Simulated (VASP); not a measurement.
Input of a VASP 6.6.1 run:

Contents of INCAR:

```
ALGO = Normal
EDIFF = 1E-6
ENCUT = 520
GGA = PE
ISIF = 2
ISMEAR = 0
ISPIN = 2
LASPH = True
LCHARG = True
LELF = True
LMAXMIX = 4
LORBIT = 11
LREAL = False
LVHAR = True
LWAVE = False
MAGMOM = 0 1 0 0
NBANDS = 28
NELM = 150
PREC = Accurate
SIGMA = 0.1
```

KPOINTS

```
k-points
0
Gamma
  4 4 4
```

File POSCAR:

```
RbCuS2
1.0
    4.7520000000      0.0000000000      0.0000000000
    0.0000000000      4.7520000000      0.0000000000
    0.0000000000      0.0000000000      5.0961255900
Rb Cu S
1 1 2
Direct
    0.5000000000      0.5000000000      0.5000000000
    0.0000000000      0.0000000000      0.0000000000
    0.5000000000      0.0000000000      0.0000000000
    0.0000000000      0.5000000000      0.0000000000
```

Potentials or basis: VASP PAW PBE potentials, release 64 (Rb_sv, Cu, S).

Command:

```bash
$ cat potpaw_PBE.64/Rb_sv/POTCAR potpaw_PBE.64/Cu/POTCAR potpaw_PBE.64/S/POTCAR > POTCAR
$ mpirun -np 1 vasp_std > vasp.out
```

(1) Estimate the net moment.

(2) Predict the pressure.

Results:

(1) 0.00 μB per cell.

(2) -3.4 GPa.

Caveat: the cell stands under tension.
